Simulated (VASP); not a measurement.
A run of VASP 6.6.1 is set up as follows.

Contents of INCAR:

```
SYSTEM = Ti6C
PREC = Accurate ; ENCUT = 600
EDIFF = 1E-6 ; ISMEAR = 0
SIGMA = 0.1 ; LREAL = .False.
LASPH = .True. ; NELM = 80
ALGO = Normal ; ISIF = 3
LWAVE = .False. ; LCHARG = .False.
GGA = PE ; IBRION = 2
NSW = 100 ; EDIFFG = -0.01
```

KPOINTS

```
Automatic mesh
0
Gamma
  8 8 8
  0 0 0
```

File POSCAR:

```
Ti6C
1.0
    5.7691740951      0.0000000000      0.0000000000
    0.0000000000      5.7691740951      0.0000000000
    0.0000000000      0.0000000000      5.7691740951
Ti C
6 1
Direct
    0.1694536750      0.5000000000      0.5000000000
    0.5000000000      0.1694536750      0.5000000000
    0.8305463250      0.5000000000      0.5000000000
    0.5000000000      0.8305463250      0.5000000000
    0.5000000000      0.5000000000      0.1694536750
    0.5000000000      0.5000000000      0.8305463250
    0.0000000000      0.0000000000      0.0000000000
```

Potentials or basis: VASP PAW PBE potentials, release 64 (Ti_sv, C).

Run with:

```bash
$ cat potpaw_PBE.64/Ti_sv/POTCAR potpaw_PBE.64/C/POTCAR > POTCAR
$ mpirun -np 1 vasp_std > vasp.out
```

(1) Predict the relaxed volume.

(2) What does it give for the band gap on the k mesh?

## Answers

(1) 36.59 Å³/atom.

(2) zero (bands 38 and 39 overlap by 0.37 eV).

Caveat: the volume moved by over 15 % at a fixed basis, so the end points are rough.
